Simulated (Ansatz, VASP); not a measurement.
# One calculation of BH8C2N, two programs

```
B H C N
1.0
     5.45530   -0.02905   -0.01718
     2.27132    5.21438   -0.04225
     0.83835    0.65257    5.83576
B H C N
2 16 4 2
Direct
  0.47870 0.86242 0.90600
  0.52130 0.13758 0.09400
  0.65424 0.13575 0.49812
  0.34576 0.86425 0.50188
  0.88015 0.02196 0.72107
  0.11985 0.97804 0.27893
  0.69020 0.35939 0.66264
  0.30980 0.64061 0.33736
  0.21326 0.53088 0.76711
  0.78674 0.46912 0.23289
  0.05146 0.31507 0.88836
  0.94854 0.68493 0.11164
  0.18458 0.30959 0.59447
  0.81542 0.69041 0.40553
  0.26295 0.85058 0.89125
  0.73705 0.14942 0.10875
  0.66647 0.70407 0.80489
  0.33353 0.29593 0.19511
  0.68613 0.16571 0.67000
  0.31387 0.83429 0.33000
  0.21578 0.33551 0.76797
  0.78422 0.66449 0.23203
  0.47143 0.14430 0.83635
  0.52857 0.85570 0.16365
```

Alike in both runs: functional LDA; k mesh 4 × 4 × 4; occupations gaussian, width 0.02 eV; no spin polarisation.

Ansatz relaxed the structure, and its values are those at the end. VASP's run is a single point on that final structure, the one shown.

```csv
,VASP,Ansatz
version,VASP 6.6.1,Ansatz 0.2.0
potentials or method,"VASP PAW LDA potentials, release 64 (B, H, C, N), cutoff 520 eV","scalar-relativistic, plane waves, PAW"
valence electrons in the cell,48,48
```

|  | VASP | Ansatz | Ansatz less VASP |
| --- | --- | --- | --- |
| gap on the k mesh at the Fermi level (eV) | 4.94 | 4.95 | +0.006 |
| least direct gap on the mesh (eV) | 5.72 | 5.72 | 0.000 |
| pressure (GPa) | 0.2 | 0.0 | -0.21 |
| rms of the force components (eV/Å) | 0.025 | 0.001 | -0.0241 |

LDA's correlation is that of Perdew and Zunger in VASP and of Perdew and Wang (1992) in Ansatz.
